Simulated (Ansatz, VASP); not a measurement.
# WC in VASP and in Ansatz

```
W C
1.0
     2.90050    0.00000    0.00000
    -1.45025    2.51191    0.00000
     0.00000    0.00000    2.82900
W C
1 1
Direct
  0.00000 0.00000 0.00000
  0.69708 0.34854 0.52281
```

Change from the starting cell: all C atoms moved -0.100 Å, as atom 2 towards its neighbour atom 1 (W) at 2.192 Å.

Alike in both runs: task single point; functional PBEsol; k mesh 18 × 18 × 16; occupations methfessel-paxton of order 1, width 0.2 eV; no spin polarisation.

|  | VASP | Ansatz |
| --- | --- | --- |
| version | VASP 6.6.1 | Ansatz 0.2.0 |
| potentials or method | VASP PAW PBE potentials, release 64 (W_sv, C), cutoff 520 eV | scalar-relativistic, plane waves, PAW |
| valence electrons in the cell | 18 | 18 |

Ansatz gave:

```
gap on the k mesh at the Fermi level (eV)                     : none
pressure (GPa)                                                : 1.1
traceless stress, the component that is largest in VASP (GPa) : -2.97
rms of the force components (eV/Å)                            : 0.864
```

Task: Which values does VASP return?

Result: gap on the k mesh at the Fermi level (eV): none; pressure (GPa): 2.4; traceless stress, the component that is largest in VASP (GPa): -3.06; rms of the force components (eV/Å): 0.870.

VASP's potentials were made for PBE, not for PBEsol. Atom by atom the forces differ by 0.007 eV/Å (rms over components). A gap of «none» marks a metal or a gap that the smearing closes. With one functional, cell and mesh, what is left measures potentials, basis and numerics.

Spin-orbit coupling is off throughout.
